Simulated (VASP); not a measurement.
Wanted: the native input for a VASP 6.6.1 run.

| Quantity | Value |
| --- | --- |
| Task | single point |
| Functional | PBE |
| Potentials or basis | VASP PAW PBE potentials, release 64 (Sn_d, O) |
| Cutoff | 520 eV |
| k mesh | 5 × 5 × 4 |
| Occupations | fermi-dirac, width 0.05 eV |
| Spin | no spin polarisation |
| Dipole correction | no |
| Further INCAR settings | ALGO = Normal; EDIFF = 1e-07; NBANDS = 28 |

The structure of SnO (Romarchite) lies in POSCAR:

```
SnO
1.0
    3.9448416191      0.0000000000      0.0000000000
    0.0000000000      3.9448416191      0.0000000000
    0.0000000000      0.0000000000      5.0271650896
Sn O
2 2
Direct
    0.5000000000      0.0000000000      0.2369000000
    0.0000000000      0.5000000000      0.7631000000
    0.0000000000      0.0000000000      0.0000000000
    0.5000000000      0.5000000000      0.0000000000
```

These files were run (other wordings do the same):

INCAR

```
PREC = Accurate
ENCUT = 520
EDIFF = 1E-7
ISMEAR = -1
SIGMA = 0.05
LREAL = False
LASPH = True
NELM = 80
ALGO = Normal
ISIF = 2
LWAVE = False
LCHARG = True
GGA = PE
LELF = True
LVHAR = True
NBANDS = 28
```

KPOINTS

```
regular mesh
0
Gamma
  5 5 4
```

Potentials or basis: VASP PAW PBE potentials, release 64 (Sn_d, O).

The run is started by

```bash
$ cat potpaw_PBE.64/Sn_d/POTCAR potpaw_PBE.64/O/POTCAR > POTCAR
$ mpirun -np 1 vasp_std > vasp.out
```

Results of the run:

* Pressure: -4.5 GPa
* Largest force: 0.841 eV/Å
* Band gap on the k mesh: 0.85 eV, indirect (least direct gap 1.94 eV)

Caveat: spin-orbit coupling is left out, which moves the levels of the heavy elements.

It took 41 s on 1 thread of AMD EPYC 7R43 64-Core Processor (Zen 3), with other jobs on the host, peak memory 0.16 GiB.
